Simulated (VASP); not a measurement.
## Pb: single point with LDA

Crystal: Pb.

```
Pb
1.0
    -1.93140    1.93140    1.93140
     1.93140   -1.93140    1.93140
     1.93140    1.93140   -1.93140
Pb
1
Cartesian
  0.0000 0.0000 0.0000
```

- Program: VASP 6.6.1
- Task: single point
- Functional: LDA
- Potentials or basis: VASP PAW LDA potentials, release 64 (Pb_d)
- Cutoff: 520 eV
- k mesh: 14 × 14 × 14
- Occupations: fermi-dirac, width 0.05 eV
- Spin: no spin polarisation
- Dipole correction: no
- Further INCAR settings: ALGO = Normal; EDIFF = 1e-06; NBANDS = 13

- Pressure: 0.1 GPa
- Band gap on the k mesh: zero (band 7 reaches 15.62 eV, above the bottom of band 8 at 5.43 eV)

Levels at points of the mesh, in eV from the Fermi level:
```tsv
k point	band 5	band 6	band 7	band 8	band 9	band 10
(0.00, 0.00, 0.00)	-16.79	-12.08	8.07	8.07	8.07	11.28
(0.50, 0.00, 0.00)	-16.62	-7.89	-4.25	3.62	5.34	8.01
(0.50, 0.50, 0.50)	-16.66	-4.90	-0.41	-0.41	-0.41	4.78
```

Run time: 19 s on 1 thread of Intel(R) Xeon(R) Platinum 8488C (Sapphire Rapids), with other jobs on the host, peak memory 0.16 GiB.

Caveat: spin-orbit coupling is left out, which moves the levels of the heavy elements.
